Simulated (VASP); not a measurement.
Here is a VASP 6.6.1 calculation.

INCAR

```
ALGO = Normal
EDIFF = 1E-7
ENCUT = 520
GGA = PE
ISIF = 2
ISMEAR = 0
ISPIN = 2
LASPH = T
LCHARG = T
LELF = T
LMAXMIX = 4
LORBIT = 11
LREAL = F
LVHAR = T
LWAVE = F
MAGMOM = 1.19 1.19 1.19 0
NBANDS = 32
NELM = 150
PREC = Accurate
SIGMA = 0.1
```

KPOINTS

```
k-points
0
Gamma
  6 6 6
```

File POSCAR:

```
Mn3H
1.0
    3.3743291917      0.0000000000      0.0000000000
    0.0000000000      3.3743291917      0.0000000000
    0.0000000000      0.0000000000      3.3743291917
Mn H
3 1
Direct
    0.0000000000      0.5000000000      0.5000000000
    0.5000000000      0.0000000000      0.5000000000
    0.5000000000      0.5000000000      0.0000000000
    0.0000000000      0.0000000000      0.0000000000
```

Potentials or basis: VASP PAW PBE potentials, release 64 (Mn_pv, H).

Run with:

```sh
$ cat potpaw_PBE.64/Mn_pv/POTCAR potpaw_PBE.64/H/POTCAR > POTCAR
$ mpirun -np 1 vasp_std > vasp.out
```

Q: Predict the pressure.

A: 0.0 GPa.

Q: Predict the net moment.

A: 2.53 μB per cell.
